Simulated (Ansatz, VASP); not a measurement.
## Two plane-wave programs on Sr2TeO

```
O Sr Te
1.0
     4.35631    0.00000    0.00000
     0.00000    4.35631    0.00000
     0.00000    0.00000    6.17239
O Sr Te
1 2 1
Direct
  0.00000 0.00000 0.00000
  0.00000 0.00000 0.50000
  0.50000 0.50000 0.00000
  0.50000 0.50000 0.50000
```

Alike in both runs: task single point; functional PBE; k mesh 6 × 6 × 4; non-collinear spin, spin-orbit coupling.

|  | VASP | Ansatz |
| --- | --- | --- |
| version | VASP 6.6.1 | Ansatz 0.2.0 |
| potentials or method | VASP PAW PBE potentials, release 64 (O, Sr_sv, Te) | plane waves, PAW |
| plane-wave cutoff (eV) | 520 | 420 |
| occupations | gaussian, width 0.01 eV | fixed |
| valence electrons in the cell | 32 | 42 |

|  | VASP | Ansatz | Ansatz less VASP |
| --- | --- | --- | --- |
| pressure (GPa) | 0.6 | 0.5 | -0.16 |

VASP's potentials hold 32 valence electrons a cell and Ansatz's 42, so a difference there can come from the potentials and not from the codes. Ansatz's warnings: metallic iterate.
